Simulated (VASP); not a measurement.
# LiH: single point with r2SCAN

The system is LiH.

```
CELL_PARAMETERS angstrom
3.22294 0.00000 0.00000
-1.61147 2.79115 0.00000
0.00000 0.00000 4.02734
ATOMIC_POSITIONS crystal
Li 0.33333 0.66667 0.93749
Li 0.66667 0.33333 0.43749
H 0.33333 0.66667 0.43751
H 0.66667 0.33333 0.93751
```

This cell differs from its parent crystal: volume changed by -3%.

- Program: VASP 6.6.1
- Task: single point
- Functional: r2SCAN
- Potentials or basis: VASP PAW PBE potentials, release 64 (Li_sv, H)
- Cutoff: 520 eV
- k mesh: 9 × 9 × 6
- Occupations: gaussian, width 0.01 eV
- Spin: no spin polarisation
- Dipole correction: no
- Further INCAR settings: ALGO = Normal; EDIFF = 1e-06; NBANDS = 12

```json
{
 "Largest force": "0.015 eV/Å",
 "Band gap on the k mesh": "2.24 eV, indirect (least direct gap 3.59 eV)"
}
```

Forces in eV/Å, atoms in the order of the input:
```
Li   0.000  0.000 -0.015
Li   0.000  0.000 -0.015
H    0.000  0.000  0.015
H    0.000  0.000  0.015
```

Levels at points of the mesh, in eV from the valence-band top:
| k point | band 1 | band 2 | band 3 | band 4 | band 5 | band 6 | band 7 | band 8 | band 9 |
| --- | --- | --- | --- | --- | --- | --- | --- | --- | --- |
| (0.00, 0.00, 0.00) | -46.03 | -45.96 | -5.39 | 0.00 | 3.59 | 11.79 | 11.79 | 12.53 | 14.57 |
| (0.00, 0.00, 0.50) | -45.99 | -45.99 | -3.83 | -3.83 | 10.51 | 10.51 | 14.05 | 14.05 | 14.05 |

It took 53 s on 1 thread of Intel(R) Xeon(R) Platinum 8488C (Sapphire Rapids), on a shared host, peak memory 0.15 GiB.

Caveat: the PAW data sets were made with another functional, which shifts forces and pressure a little. A k mesh can miss the band edges.
